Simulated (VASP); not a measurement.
# LiBe (P1) in VASP: relaxation of cell and atoms with PBE

Aim: the relaxation of cell and atoms of LiBe with PBE.

All numbers are computed with VASP 6.6.1; they aren't measurements. Logs are shortened: lines on timing, memory, paths and dates and some standing lists are left out, and cuts for length are marked.

## Step 1: The cell of the first run

The typed cell holds 8 atoms: a = 5.599 Å, b = 3.971 Å, c = 5.217 Å, α = 118.69°, β = 85.85°, γ = 107.22°.

The cell was generated, and may not be a known phase.

## Step 2: Relaxation of cell and atoms, PBE

The input, INCAR:

```
SYSTEM = LiBe
ALGO = Normal ; EDIFF = 1E-6
EDIFFG = -0.04 ; ENCUT = 600
GGA = PE ; IBRION = 2
ISIF = 3 ; ISMEAR = 0
LASPH = .TRUE. ; LCHARG = .FALSE.
LREAL = .FALSE. ; LWAVE = .FALSE.
NELM = 100 ; NSW = 90
PREC = Accurate ; SIGMA = 0.1
```

The input, KPOINTS:

```
k-points
0
G
  4 6 4
  0 0 0
```

The input, POSCAR:

```
LiBe
1.0
    5.5985779181      0.0000000000      0.0000000000
   -1.1757444607      3.7928047663      0.0000000000
    0.3775822813     -2.5051728632      4.5602492472
Li Be
4 4
Direct
    0.4045462854      0.5574957772      0.1961523394
    0.9512372414      0.9871931141      0.9894436502
    0.8237980638      0.6438017977      0.1449846615
    0.7785190101      0.4071248680      0.6494917731
    0.5746396489      0.9652255240      0.4897098427
    0.6593918267      0.1706289637      0.3059143625
    0.0121215695      0.5193760773      0.8879556235
    0.2268848899      0.0721053205      0.3614364519
```

Potentials or basis: VASP PAW PBE potentials, release 64 (Li_sv, Be).

Launch:

```
$ cat potpaw_PBE.64/Li_sv/POTCAR potpaw_PBE.64/Be/POTCAR > POTCAR
$ mpirun -np 1 vasp_std > vasp.out
```

OUTCAR:

```text
SYSTEM = LiBe
   EDIFF = 1E-6
   EDIFFG = -0.04
   ENCUT = 600
   GGA = PE
   IBRION = 2
   ISIF = 3
   ISMEAR = 0
   LASPH = .TRUE.
   LREAL = .FALSE.
   NELM = 100
   NSW = 90
   PREC = Accurate

 ion  position               nearest neighbor table
   1  0.405  0.557  0.196-   5 1.67   6 2.24   3 2.28   8 2.30   8 2.41
   2  0.951  0.987  0.989-   7 1.80   3 1.85   4 2.10   6 2.26   7 2.34   8 2.40
   3  0.824  0.644  0.145-   7 1.62   2 1.85   1 2.28   4 2.29   6 2.30   5 2.30   6 2.34   8 2.35

   4  0.779  0.407  0.649-   5 1.62   6 1.65   7 1.68   2 2.10   3 2.29
   5  0.575  0.965  0.490-   6 1.51   4 1.62   1 1.67   3 2.30   8 2.32
   6  0.659  0.171  0.306-   5 1.51   4 1.65   1 2.24   2 2.26   3 2.30   3 2.34   8 2.36
   7  0.012  0.519  0.888-   3 1.62   4 1.68   2 1.80   2 2.34
   8  0.227  0.072  0.361-   1 2.30   5 2.32   3 2.35   6 2.36   2 2.40   1 2.41

  LATTYP: Found a triclinic cell.
 ALAT       =     5.5985779181
 B/A-ratio  =     1.2048077707
 C/A-ratio  =     0.7092625676
 COS(alpha) =     0.0283869982
 COS(beta)  =     0.2960930234
 COS(gamma) =     0.7116777106

  Lattice vectors:

 A1 = (   5.5985779181,   0.0000000000,   0.0000000000)
 A2 = (   4.8004157387,   1.2876319031,   4.5602492472)
 A3 = (   1.1757444607,  -3.7928047663,   0.0000000000)

Analysis of symmetry for initial positions (statically):
=====================================================================
 Subroutine PRICEL returns:
 Original cell was already a primitive cell.

 Routine SETGRP: Setting up the symmetry group for a
 triclinic supercell.

 Subroutine GETGRP returns: Found  1 space group operations
 (whereof  1 operations were pure point group operations)
 out of a pool of  2 trial point group operations.

The static configuration has the point symmetry C_1 .

Analysis of symmetry for dynamics (positions and initial velocities):
=====================================================================
 Subroutine PRICEL returns:
 Original cell was already a primitive cell.

 Routine SETGRP: Setting up the symmetry group for a
 triclinic supercell.

 Subroutine GETGRP returns: Found  1 space group operations
 (whereof  1 operations were pure point group operations)
 out of a pool of  2 trial point group operations.

The dynamic configuration has the point symmetry C_1 .

 Subroutine INISYM returns: Found  1 space group operations
 (whereof  1 operations are pure point group operations),
 and found     1 'primitive' translations

----------------------------------------------------------------------------------------

                                     Primitive cell

  volume of cell :      96.8338

  direct lattice vectors                    reciprocal lattice vectors
     5.598577918  0.000000000  0.000000000     0.178616787  0.055370026  0.015628302
    -1.175744461  3.792804766  0.000000000     0.000000000  0.263657125  0.144840038
     0.377582281 -2.505172863  4.560249247     0.000000000  0.000000000  0.219286260

  length of vectors
     5.598577918  3.970861749  5.216735823     0.187654044  0.300821735  0.219286260

  position of ions in fractional coordinates (direct lattice)
     0.404546285  0.557495777  0.196152339
     0.951237241  0.987193114  0.989443650
     0.823798064  0.643801798  0.144984661
     0.778519010  0.407124868  0.649491773
     0.574639649  0.965225524  0.489709843
     0.659391827  0.170628964  0.305914362
     0.012121570  0.519376077  0.887955623
     0.226884890  0.072105321  0.361436452

  ion indices of the primitive-cell ions
   primitive index   ion index
                 1           1
                 2           2
                 3           3
                 4           4
                 5           5
                 6           6
                 7           7
                 8           8

----------------------------------------------------------------------------------------

 KPOINTS: k-points

Automatic generation of k-mesh.
 Grid dimensions read from file:
 generate k-points for:    4    6    4

 Generating k-lattice:

  Cartesian coordinates                     Fractional coordinates (reciprocal lattice)
     0.044654197  0.013842506  0.003907075     0.250000000  0.000000000  0.000000000
[... 38 lines left out ...]
  0.000000  0.333333  0.250000      2.000000
  0.250000  0.333333  0.250000      2.000000
 [... further k-points ...]
   k-points           NKPTS =     52   k-points in BZ     NKDIM =     52   number of bands    NBANDS=     15
   number of dos      NEDOS =    301   number of ions     NIONS =      8
   total plane-waves  NPLWV =  64512
   dimension x,y,z NGX =    48 NGY =   32 NGZ =   42
   dimension x,y,z NGXF=    96 NGYF=   64 NGZF=   84
   ions per type =               4   4
   NGX,Y,Z   is equivalent  to a cutoff of  14.25, 13.40, 13.38 a.u.
   NGXF,Y,Z  is equivalent  to a cutoff of  28.51, 26.79, 26.77 a.u.
 SYSTEM =  LiBe
   PREC   = accura    normal or accurate (medium, high low for compatibility)
   ISTART =      0    job   : 0-new  1-cont  2-samecut
   ICHARG =      2    charge: 1-file 2-atom 10-const
   ISPIN  =      1    spin polarized calculation?
   LNONCOLLINEAR =      F non collinear calculations
   LSORBIT =      F    spin-orbit coupling
   LASPH  =      T    aspherical Exc in radial PAW
   ENCUT  =  600.0 eV  44.10 Ry    6.64 a.u.  11.18  7.93 10.42*2*pi/ulx,y,z
   NELM   =    100;   NELMIN=  2; NELMDL= -5     # of ELM steps
   EDIFF  = 0.1E-05   stopping-criterion for ELM
   LREAL  =      F    real-space projection
   EDIFFG = -.4E-01   stopping-criterion for IOM
   NSW    =     90    number of steps for IOM
   IBRION =      2    ionic relax: 0-MD 1-quasi-New 2-CG
   NFREE  =      1    steps in history (QN), initial steepest desc. (CG)
   ISIF   =      3    stress and relaxation
   ISYM   =      2    0-nonsym 1-usesym 2-fastsym
   POTIM  = 0.5000    time-step for ionic-motion
   TEBEG  =    0.0;   TEEND  =   0.0 temperature during run
   PSTRESS=    0.0 pullay stress
   NELECT =      20.0000    total number of electrons
   NUPDOWN=      -1.0000    fix difference up-down
   EMIN   =  10.00;   EMAX   =-10.00  energy-range for DOS
   EFERMI =   0.00;   METHOD = LEGACY
   ISMEAR =     0;   SIGMA  =   0.10  broadening in eV -4-tet -1-fermi 0-gaus
   EFERMI_NEDOS =   21; number of points for ismear=-14 and -15
   IALGO  =     38    algorithm
   IMIX   =      4    mixing-type and parameters
     AMIX     =   0.40;   BMIX     =  1.00
     AMIX_MAG =   1.60;   BMIX_MAG =  1.00
  volume/ion in A,a.u.               =      12.10        81.68
  Fermi-wavevector in a.u.,A,eV,Ry     =   0.967704  1.828696 12.741191  0.936451
  Thomas-Fermi vector in A             =   2.097612
   LORBIT       =      0    0 simple, 1 ext, 2 COOP (PROOUT), +10 PAW based schemes
   GGA     = PE    functional components
   LHFCALC =     F    Hartree Fock is set to
   AEXX    =    0.0000 exact exchange contribution
   IVDW    =     0    specifies the selected vdW correction
   LEPSILON=     F    determine dielectric tensor
   LRPA    =     F    only Hartree local field effects (RPA)
 conjugate gradient relaxation of ions
 non-spin polarized calculation
 Gauss-broadening in eV      SIGMA  =   0.10
  energy-cutoff  :      600.00
  volume of cell :       96.83
 maximum number of plane-waves:      3251
 NGX is ok and might be reduce to    48
   NGX = 23   NGY = 15   NGZ = 21

--------------------------------------- Ionic step        1  -------------------------------------------

 number of electron      19.9999995 magnetization

 Free energy of the ion-electron system (eV)
  ---------------------------------------------------
  ext. energy  EPLUGINS =         0.00000000
  ---------------------------------------------------
  free energy    TOTEN  =        -6.52739198 eV

  energy without entropy =       -6.50841272  energy(sigma->0) =       -6.51790235

------------------------ aborting loop because EDIFF is reached ----------------------------------------

  FORCE on cell =-STRESS in cart. coord.  units (eV):
  Direction    XX          YY          ZZ          XY          YZ          ZX
  --------------------------------------------------------------------------------------
  -------------------------------------------------------------------------------------
  Total        8.1614351     23.8424638     22.0700052      3.1341614     -0.9235839      4.3473936
  in kB      135.0362339    394.4890194    365.1625433     51.8567322    -15.2812943     71.9304449
  external PRESSURE =     298.2292655 kB  Pullay stress =       0.0000000 kB
[... 107 lines left out ...]
  FREE ENERGIE OF THE ION-ELECTRON SYSTEM (eV)
  ---------------------------------------------------
  free  energy   TOTEN  =       -15.1939351732 eV

  energy  without entropy=      -15.1709435032  energy(sigma->0) =      -15.18243934

 E-fermi :   1.9178     XC(G=0):  -8.3059

 val. band max:        1.9150439488   @ k =  -0.2500   0.1667   0.5000
 cond. band min:       1.9229532429   @ k =   0.0000   0.1667   0.5000
 fundamental gap:      0.0079092940
 Fermi energy:         1.9178292004

 k-point     1 :       0.0000    0.0000    0.0000
  band No.  band energies     occupation
      1     -44.1409      2.00000
      2     -43.9811      2.00000
      3     -43.7034      2.00000
      4     -43.5613      2.00000
      5      -4.3728      2.00000
      6      -1.2233      2.00000
      7      -0.1558      2.00000
      8       0.9034      2.00000
      9       1.2631      2.00000
     10       1.4997      2.00000
     11       2.4209      0.00000
     12       3.8961      0.00000
     13       4.2364      0.00000
     14       4.5834      0.00000
[... 403 lines left out ...]
      4     -43.5619      2.00000
      5      -2.7577      2.00000
      6      -1.8928      2.00000
      7      -1.2101      2.00000
      8      -0.4446      2.00000
      9       0.0503      2.00000
     10       1.2713      2.00000
     11       2.2663      0.00000
     12       2.6930      0.00000
     13       3.8579      0.00000
     14       4.5921      0.00000
     15       5.9134      0.00000

 [... further k-points ...]

[... ionic steps 4 to 54 ...]

--------------------------------------- Ionic step       55  -------------------------------------------

 number of electron      20.0000001 magnetization

------------------------ aborting loop because EDIFF is reached ----------------------------------------
[... 79 lines left out ...]
--------------------------------------- Ionic step       57  -------------------------------------------

 number of electron      20.0000004 magnetization

 Free energy of the ion-electron system (eV)
  ---------------------------------------------------
  ext. energy  EPLUGINS =         0.00000000
  ---------------------------------------------------
  free energy    TOTEN  =       -20.76917846 eV

  energy without entropy =      -20.75576708  energy(sigma->0) =      -20.76247277

 E-fermi :   2.5032     XC(G=0):  -8.7895

 val. band max:        2.5031884592   @ k =   0.2500  -0.1667   0.2500
 cond. band min:       2.5280346204   @ k =   0.5000   0.3333   0.0000
 fundamental gap:      0.0248461613
 Fermi energy:         2.5032468202

 k-point     1 :       0.0000    0.0000    0.0000
  band No.  band energies     occupation
      1     -43.2761      2.00000
      2     -43.1474      2.00000
      3     -43.0377      2.00000
      4     -42.5618      2.00000
      5      -4.3201      2.00000
      6      -1.0949      2.00000
      7       0.0354      2.00000
      8       1.5926      2.00000
      9       3.0434      0.00000
     10       3.3024      0.00000
     11       4.1337      0.00000
     12       4.3633      0.00000
     13       5.9195      0.00000
     14       6.2925      0.00000
[... 450 lines left out ...]
  FREE ENERGIE OF THE ION-ELECTRON SYSTEM (eV)
  ---------------------------------------------------
  free  energy   TOTEN  =       -20.7691784568 eV

  energy  without entropy=      -20.7557670780  energy(sigma->0) =      -20.76247277

 reached required accuracy - stopping structural energy minimisation
```

It took 46 min on 1 thread of Oxide Virtual Turin-like, shared host; peak memory 0.25 GiB.

Results:

```
Free energy                           : -20.7692 eV
Relaxed volume                        : 11.98 Å³/atom
Relaxed cell                          : a = 6.358 Å, b = 4.300 Å, c = 4.292 Å, α = 120.59°, β = 90.30°, γ = 105.62°
Space group after relaxing (to 0.1 Å) : P1 (No. 1)
Energy gained by relaxing             : 1780.2 meV/atom
Ionic steps                           : 57
Pressure after relaxing               : 0.1 GPa
Largest force after relaxing          : 0.037 eV/Å
Band gap on the k mesh                : zero (bands 10 and 11 overlap by 1.63 eV)
```

Forces in eV/Å, atoms in the order of the input:
```
Li   0.034 -0.010  0.009
Li  -0.014  0.008 -0.012
Li  -0.006  0.025 -0.021
Li  -0.028  0.005 -0.021
Be  -0.005  0.011  0.013
Be  -0.003 -0.018  0.008
Be   0.005 -0.014  0.020
Be   0.016 -0.005  0.005
```

Stress tensor (GPa, compression positive):
```
 0.23 -0.03  0.03
-0.03  0.10 -0.05
 0.03 -0.05 -0.07
```

Step by step:
```
step  energy change (eV)  largest force (eV/Å)  pressure (GPa)  volume (Å³)
   1              0.0000               11.3009           29.82        96.83
   3             -8.6665                2.6966           -0.76       126.05
   5             -9.5143                2.0266           -2.74       127.60
   7            -11.3672                1.2320           -1.62       113.01
   9            -12.2087                1.9437            1.07       100.76
  11            -12.5642                1.3200            2.56        95.85
  13            -13.0384                0.9901            1.49        97.91
  15            -13.2534                0.5168           -1.60       103.53
  17            -13.4966                0.7230            1.01        96.86
  19            -13.6231                0.7323            1.30        95.80
  21            -13.8339                0.4075           -1.23       100.41
  23            -13.9353                0.3713            0.83        95.97
  25            -14.0096                0.3398            0.09        96.33
  27            -14.0626                0.2317           -0.03        96.90
  29            -14.0855                0.1289            0.01        96.93
  31            -14.0963                0.1148           -0.05        96.98
  33            -14.1038                0.1040            0.11        96.78
  35            -14.1097                0.1129           -0.06        97.13
  37            -14.1188                0.1421           -0.22        97.26
  39            -14.1382                0.1504           -0.02        96.67
  41            -14.1217                0.3751            1.61        93.33
  43            -14.1712                0.2693            0.82        94.70
  45            -14.1764                0.2591            0.66        94.96
  47            -14.1861                0.2544            0.45        95.27
  49            -14.2082                0.2350           -0.65        97.45
  51            -14.2157                0.1702           -0.38        96.87
  53            -14.2321                0.1184            0.05        95.94
  55            -14.2382                0.0826            0.03        95.81
  57            -14.2418                0.0368            0.09        95.83
```

Final structure:
```yaml
crystal:
  lattice:
    - [6.34273, 0.16298, -0.40297]
    - [-1.24607, 4.10359, 0.31650]
    - [0.26350, -2.47836, 3.49389]
  atoms:
    - { symbol: Li, position: [0.35185, 0.33062, 0.09561] }
    - { symbol: Li, position: [0.97010, 0.23977, 0.03824] }
    - { symbol: Li, position: [0.87457, 0.86935, 0.35069] }
    - { symbol: Li, position: [0.72481, 0.47372, 0.64621] }
    - { symbol: Be, position: [0.52758, 0.90637, 0.63740] }
    - { symbol: Be, position: [0.52149, 0.88162, 0.10425] }
    - { symbol: Be, position: [0.20268, 0.63762, 0.73792] }
    - { symbol: Be, position: [0.25807, 0.98388, 0.41478] }
```

Caveat: the cutoff is under 1.25 times the usual one of these potentials, so pressure, stress and relaxed cells hold a basis-set (Pulay) error; a cell axis changed by over 15 % at a fixed basis, so the end point is rough.

The gap in the log of VASP goes by the Fermi energy; the results here count the filled bands.